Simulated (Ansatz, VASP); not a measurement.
# La: VASP beside Ansatz

```xyz
4
Lattice="3.5148 0.0000 0.0000 -1.7574 3.0439 0.0000 0.0000 0.0000 13.1161" Properties=species:S:1:pos:R:3 pbc="T T T"
La    0.0000    0.0000    0.0000
La    0.0000    0.0000    6.5580
La    0.0000    2.0293    3.2790
La    1.7574    1.0146    9.8371
```

Alike in both runs: task single point; functional PBEsol; k mesh 12 × 12 × 4; occupations gaussian, width 0.15 eV; no spin polarisation.

|  | VASP | Ansatz |
| --- | --- | --- |
| version | VASP 6.6.1 | Ansatz 0.2.0 |
| potentials or method | VASP PAW PBE potentials, release 64 (La), cutoff 520 eV | scalar-relativistic, plane waves, PAW |
| valence electrons in the cell | 44 | 44 |

Ansatz gave:

| Quantity | Value |
| --- | --- |
| gap on the k mesh at the Fermi level (eV) | none |
| pressure (GPa) | -0.5 |
| traceless stress, the component that is largest in VASP (GPa) | -3.72 |

Question: Estimate VASP's values.

Answer: gap on the k mesh at the Fermi level (eV): none; pressure (GPa): -0.5; traceless stress, the component that is largest in VASP (GPa): -3.76.

VASP's potentials were made for PBE, not for PBEsol. A gap of «none» marks a metal or a gap that the smearing closes. The functional is the same, so the differences come from potentials, cutoffs and numerics.

Spin-orbit coupling is off throughout.
